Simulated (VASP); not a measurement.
A run of VASP 6.6.1:

File INCAR:

```
ALGO = Normal
EDIFF = 1E-6
ENCUT = 520
GGA = PE
ISIF = 2
ISMEAR = 0
LASPH = True
LCHARG = False
LREAL = False
LWAVE = False
NBANDS = 18
NELM = 100
PREC = Accurate
SIGMA = 0.1
```

The input KPOINTS:

```
k-points
0
Gamma
  10 10 20
```

The input POSCAR:

```
GaP2
1.0
    5.1168838439      0.0000000000      0.0000000000
    0.0000000000      5.1168838439      0.0000000000
    0.0000000000      0.0000000000      2.3767626269
Ga P
1 2
Direct
    0.0000000000      0.0000000000      0.0000000000
    0.0000000000      0.5000000000      0.0000000000
    0.5000000000      0.0000000000      0.0000000000
```

Potentials or basis: VASP PAW PBE potentials, release 64 (Ga_d, P).

Run with:

```sh
$ cat potpaw_PBE.64/Ga_d/POTCAR potpaw_PBE.64/P/POTCAR > POTCAR
$ mpirun -np 1 vasp_std > vasp.out
```

Hardware: 1 thread of Intel Xeon 8259CL (shared host).

Problem. How long does it take, and how much memory?

Solution. Run time: 3.2 min on 1 thread of Intel Xeon 8259CL, with other jobs on the host, peak memory 0.36 GiB. Counts: scf iterations 13, k points 231.
